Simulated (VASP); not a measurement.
Write the native input for VASP 6.6.1 that does the following.

```yaml
Task: single point
Functional: PBEsol
Potentials_or_basis: VASP PAW PBE potentials, release 64 (H, Li_sv)
Cutoff: 650 eV
k_mesh: 1 × 1 × 1, shifted
Occupations: fermi-dirac, width 0.05 eV
Spin: no spin polarisation
Dipole_correction: no
Mended: yes
Further_INCAR_settings: LREAL = Auto; ALGO = Normal; EDIFF = 1e-06; NBANDS = 99; ISYM = -1
```

The structure of LiH (a cell with a defect) lies in POSCAR:

```
LiH
1.0
    7.9599380000      0.0000000000      0.0000000000
    0.0000000000      7.9599380000      0.0000000000
    0.0000000000      0.0000000000      7.9599380000
H Li
31 31
Direct
    0.2505250000      0.0003940000      0.9997870000
    0.2507260000      0.0019660000      0.4997780000
    0.2506400000      0.5005190000      0.0013610000
    0.7506010000      0.0004310000      0.9998490000
    0.7506300000      0.0004120000      0.4994130000
    0.7506390000      0.5001030000      0.9999070000
    0.7521750000      0.5005690000      0.4998540000
    0.0019210000      0.2514520000      0.9830100000
    0.0046460000      0.2544200000      0.5128560000
    0.0016560000      0.7481860000      0.9970810000
    0.0059230000      0.7451660000      0.5018600000
    0.4983170000      0.2513870000      0.9971390000
    0.4955890000      0.2558210000      0.5019070000
    0.4992650000      0.7490060000      0.9989120000
    0.4958690000      0.7456840000      0.5003240000
    0.0017500000      0.9836530000      0.2508120000
    0.0016270000      0.9977540000      0.7474350000
    0.0043830000      0.5134760000      0.2536820000
    0.0060470000      0.5025330000      0.7445260000
    0.4981940000      0.9976130000      0.2508240000
    0.4991840000      0.9996050000      0.7483360000
    0.4953040000      0.5024990000      0.2551320000
    0.4962230000      0.5008550000      0.7451890000
    0.2637050000      0.2541530000      0.2536820000
    0.2527700000      0.2559050000      0.7442790000
    0.2526490000      0.7449470000      0.2552320000
    0.2511120000      0.7457090000      0.7450780000
    0.7337930000      0.2514810000      0.2510320000
    0.7480680000      0.2515840000      0.7476540000
    0.7479090000      0.7482970000      0.2507720000
    0.7497960000      0.7491850000      0.7484020000
    0.9996540000      0.0062930000      0.0057340000
    0.9968410000      0.0062180000      0.4934890000
    0.9967000000      0.4941850000      0.0055990000
    0.9800150000      0.4937410000      0.4931360000
    0.5014990000      0.0019970000      0.0015700000
    0.5043130000      0.0023850000      0.4981730000
    0.5043730000      0.4987760000      0.0018130000
    0.5243280000      0.4985970000      0.4980430000
    0.2443330000      0.2464660000      0.0056310000
    0.2439660000      0.2298380000      0.4930720000
    0.2491160000      0.7539400000      0.0018920000
    0.2488320000      0.7740310000      0.4980140000
    0.7566850000      0.2492960000      0.0058980000
    0.7564800000      0.2466270000      0.4934130000
    0.7522140000      0.7513220000      0.0013930000
    0.7528670000      0.7540520000      0.4982420000
    0.2444020000      0.0061420000      0.2459770000
    0.2491480000      0.0026030000      0.7535350000
    0.2438420000      0.4935610000      0.2292030000
    0.2488230000      0.4986030000      0.7733560000
    0.7566170000      0.0062010000      0.2487630000
    0.7521720000      0.0022660000      0.7506140000
    0.7563100000      0.4941510000      0.2459560000
    0.7528240000      0.4988770000      0.7534890000
    0.0012140000      0.2510430000      0.7482250000
    0.0012190000      0.7488810000      0.2503780000
    0.0012020000      0.7498640000      0.7491520000
    0.4991160000      0.2509010000      0.2504060000
    0.5000620000      0.2510920000      0.7490790000
    0.4998980000      0.7496290000      0.2504440000
    0.5002810000      0.7499620000      0.7494360000
```

These files were run (other wordings do the same):

INCAR

```
SYSTEM = LiH
PREC     = Accurate       ! precision mode
ENCUT    = 650            ! plane-wave cutoff, eV
EDIFF    = 1E-6           ! SCF threshold, eV
ISMEAR   = -1             ! smearing method
SIGMA    = 0.05           ! smearing width, eV
LREAL    = Auto         
LASPH    = .TRUE.         ! aspherical terms in the spheres
NELM     = 120            ! most SCF steps
ALGO     = Normal         ! electronic algorithm
ISIF     = 2              ! what is computed and relaxed
LWAVE    = .FALSE.        ! write WAVECAR
LCHARG   = .FALSE.        ! write CHGCAR
GGA      = PS             ! functional
NBANDS   = 99             ! bands
ISYM     = -1           
GGA_COMPAT= .FALSE.
```

KPOINTS

```
explicit points
1
Reciprocal
  0.25000000   0.25000000   0.25000000 1
```

Potentials or basis: VASP PAW PBE potentials, release 64 (H, Li_sv).

Launch:

```sh
$ cat potpaw_PBE.64/H/POTCAR potpaw_PBE.64/Li_sv/POTCAR > POTCAR
$ mpirun -np 1 vasp_std > vasp.out
```

It gave:

| Item | Value |
| --- | --- |
| Pressure | -0.1 GPa |
| Largest force | 0.016 eV/Å |
| Band gap on the k mesh | 2.71 eV |

Caveat: the PAW data sets were made with another functional, which shifts forces and pressure a little.

It took 2.8 min on 1 thread of Intel(R) Xeon(R) Platinum 8375C CPU @ 2.90GHz (Ice Lake), on a shared host, peak memory 0.65 GiB.
